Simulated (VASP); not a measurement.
# C in VASP: notebook, part 2 of 2

VASP 6.6.1. Earlier steps stand in the parts before.

### 6 Single point, PBE+D3(BJ)

This run uses another cell than the first one, of 66.10 Å³/atom, 0.892 times its volume.

INCAR

```
  PREC = Accurate
  ENCUT = 520
  EDIFF = 1E-6
  ISMEAR = 0
  SIGMA = 0.1
  LREAL = False
  LASPH = True
  NELM = 60
  ALGO = Normal
  ISIF = 2
  LWAVE = False
  LCHARG = False
  LDIPOL = True
  IDIPOL = 3
  DIPOL = 0.5 0.5 0.500
  GGA = PE
  IVDW = 12
  NBANDS = 11
```

KPOINTS

```
Automatic mesh
0
Gamma
  21 21 1
```

POSCAR

```
C
1.0
    2.4230000000      0.0000000000      0.0000000000
   -1.2115000000      2.0983795534      0.0000000000
    0.0000000000      0.0000000000     26.0024170307
C
2
Direct
    0.6666666667      0.3333333333      0.5000000000
    0.3333333333      0.6666666667      0.5000000000
```

Potentials or basis: VASP PAW PBE potentials, release 64 (C).

Command:

```bash
$ cat potpaw_PBE.64/C/POTCAR > POTCAR
$ mpirun -np 1 vasp_std > vasp.out
```

OUTCAR:

```text
PREC = Accurate
   ENCUT = 520
   EDIFF = 1E-6
   ISMEAR = 0
   LREAL = False
   LASPH = True
   NELM = 60
   ISIF = 2
   GGA = PE
   IVDW = 12
 IVDW          = 12

 ion  position               nearest neighbor table
   1  0.667  0.333  0.500-   2 1.40   2 1.40   2 1.40
   2  0.333  0.667  0.500-   1 1.40   1 1.40   1 1.40

  LATTYP: Found a hexagonal cell.
 ALAT       =     2.4230000000
 C/A-ratio  =    10.7314969173

  Lattice vectors:

 A1 = (   2.4230000000,   0.0000000000,   0.0000000000)
 A2 = (  -1.2115000000,   2.0983795534,   0.0000000000)
 A3 = (   0.0000000000,   0.0000000000,  26.0024170307)

Analysis of symmetry for initial positions (statically):
=====================================================================
 Subroutine PRICEL returns:
 Original cell was already a primitive cell.

 Routine SETGRP: Setting up the symmetry group for a
 hexagonal supercell.

 Subroutine GETGRP returns: Found 24 space group operations
 (whereof 24 operations were pure point group operations)
 out of a pool of 24 trial point group operations.

The static configuration has the point symmetry D_6h.

Analysis of symmetry for dynamics (positions and initial velocities):
=====================================================================
 Subroutine PRICEL returns:
 Original cell was already a primitive cell.

 Routine SETGRP: Setting up the symmetry group for a
 hexagonal supercell.

 Subroutine GETGRP returns: Found 24 space group operations
 (whereof 24 operations were pure point group operations)
 out of a pool of 24 trial point group operations.

The dynamic configuration has the point symmetry D_6h.

 Subroutine INISYM returns: Found 24 space group operations
 (whereof 24 operations are pure point group operations),
 and found     1 'primitive' translations

----------------------------------------------------------------------------------------

                                     Primitive cell

  volume of cell :     132.2060

[... 124 lines left out ...]
 NGX is ok and might be reduce to    18
   NGX =  9   NGY =  9   NGZ = 97

 number of electron       8.0000000 magnetization

 dipolmoment           0.000000      0.000000     -0.000000 electrons x Angstroem

 Free energy of the ion-electron system (eV)
  ---------------------------------------------------
  ext. energy  EPLUGINS =         0.00000000
  ---------------------------------------------------
  free energy    TOTEN  =       -18.40342171 eV

  energy without entropy =      -18.40290997  energy(sigma->0) =      -18.40316584

 E-fermi :  -2.9126     XC(G=0):  -1.6885

 val. band max:       -2.9126296871   @ k =   0.3333   0.3333   0.0000
 cond. band min:      -2.9126296829   @ k =   0.3333   0.3333   0.0000
 fundamental gap:      0.0000000042
 Fermi energy:        -2.9126296857

 k-point     1 :       0.0000    0.0000    0.0000
  band No.  band energies     occupation
      1     -22.8627      2.00000
      2     -10.8920      2.00000
      3      -5.9344      2.00000
      4      -5.9344      2.00000
      5       0.1843      0.00000
      6       0.9659      0.00000
      7       1.2303      0.00000
      8       1.6945      0.00000
      9       1.9833      0.00000
     10       2.8817      0.00000
     11       3.2816      0.00000
[... 309 lines left out ...]
 k-point    24 :       0.1905    0.0952    0.0000
  band No.  band energies     occupation
      1     -21.3275      2.00000
      2     -10.1606      2.00000
      3      -9.0583      2.00000
      4      -8.5370      2.00000
      5       2.2913      0.00000
      6       3.0972      0.00000
      7       3.3968      0.00000
      8       3.8452      0.00000
      9       4.1378      0.00000
     10       4.7305      0.00000
     11       5.0358      0.00000

 [... further k-points ...]

------------------------ aborting loop because EDIFF is reached ----------------------------------------

 vacuum level on the upper side and lower side of the slab       (xc-potential included)        -0.009        -0.009

 Edisp (eV)   -0.17708

 E8    (eV) :    -0.0554

  FORCE on cell =-STRESS in cart. coord.  units (eV):
  Direction    XX          YY          ZZ          XY          YZ          ZX
  --------------------------------------------------------------------------------------
  -------------------------------------------------------------------------------------
  Total       2.66353     2.66353    -0.01167     0.00000    -0.00000    -0.00000
  in kB      32.27880    32.27880    -0.14140     0.00000    -0.00000    -0.00000
  external pressure =       21.47 kB  Pullay stress =        0.00 kB

 VOLUME and BASIS-vectors are now :
 -----------------------------------------------------------------------------
  energy-cutoff  :      520.00
  volume of cell :      132.21
      direct lattice vectors                 reciprocal lattice vectors
     2.423000000  0.000000000  0.000000000     0.412711515  0.238279104  0.000000000
    -1.211500000  2.098379553  0.000000000     0.000000000  0.476558208  0.000000000
     0.000000000  0.000000000 26.002417031     0.000000000  0.000000000  0.038457963

 POSITION                                       TOTAL-FORCE (eV/Angst)
 -----------------------------------------------------------------------------------
      1.21150      0.69946     13.00121         0.000000      0.000000      0.000000
     -0.00000      1.39892     13.00121        -0.000000      0.000000     -0.000000
 -----------------------------------------------------------------------------------
    total drift:                               -0.000000     -0.000000     -0.000000

  FREE ENERGIE OF THE ION-ELECTRON SYSTEM (eV)
  ---------------------------------------------------
  free  energy   TOTEN  =       -18.5805047710 eV

  energy  without entropy=      -18.5799930344  energy(sigma->0) =      -18.58024890

 vacuum level on the upper side and lower side of the slab         1.166         1.166
```

stdout:

```text
POSCAR found type information on POSCAR C
 POSCAR found :  1 types and       2 ions
 scaLAPACK will be used
 LDA part: xc-table for (Slater+PW92), standard interpolation
 POSCAR, INCAR and KPOINTS ok, starting setup
 FFT: planning ... GRIDC
 FFT: planning ... GRID_SOFT
 FFT: planning ... GRID
 WAVECAR not read
 entering main loop
```

It took 2.4 min on 1 thread of AMD EPYC 7R43 (Zen 3), shared host; peak memory 0.21 GiB.

Results:

```yaml
Free_energy: -18.5805 eV
Band_gap_on_the_k_mesh: zero (filled and empty bands touch)
Dispersion_energy_per_atom: -0.089 eV
```

Levels at points of the mesh, in eV from the Fermi level:
| k point | band 1 | band 2 | band 3 | band 4 | band 5 | band 6 | band 7 | band 8 | band 9 |
| --- | --- | --- | --- | --- | --- | --- | --- | --- | --- |
| (0.00, 0.00, 0.00) | -19.95 | -7.98 | -3.02 | -3.02 | 3.10 | 3.88 | 4.14 | 4.61 | 4.90 |

### 7 Summary

| cell | gap on the mesh (eV) |
| --- | --- |
| a = 2.566, b = 2.566, c = 26.002 Å, angles 90.0, 90.0, 120.0°, 2 atoms | none |
| a = 2.614, b = 2.614, c = 26.002 Å, angles 90.0, 90.0, 120.0°, 2 atoms | none |
| a = 2.281, b = 2.281, c = 26.002 Å, angles 90.0, 90.0, 120.0°, 2 atoms | none |
| a = 2.328, b = 2.328, c = 26.002 Å, angles 90.0, 90.0, 120.0°, 2 atoms | none |
| a = 2.423, b = 2.423, c = 26.002 Å, angles 90.0, 90.0, 120.0°, 2 atoms | none |

Alike in all rows: task single point; level PBE+D3(BJ); potentials or basis VASP PAW PBE potentials, release 64 (C); no spin polarisation; k mesh 21 × 21 × 1; cutoff (eV) 520; smearing gaussian 0.1 eV.

Total energies depend on the potentials used, so only differences within one code and one set of settings carry meaning.
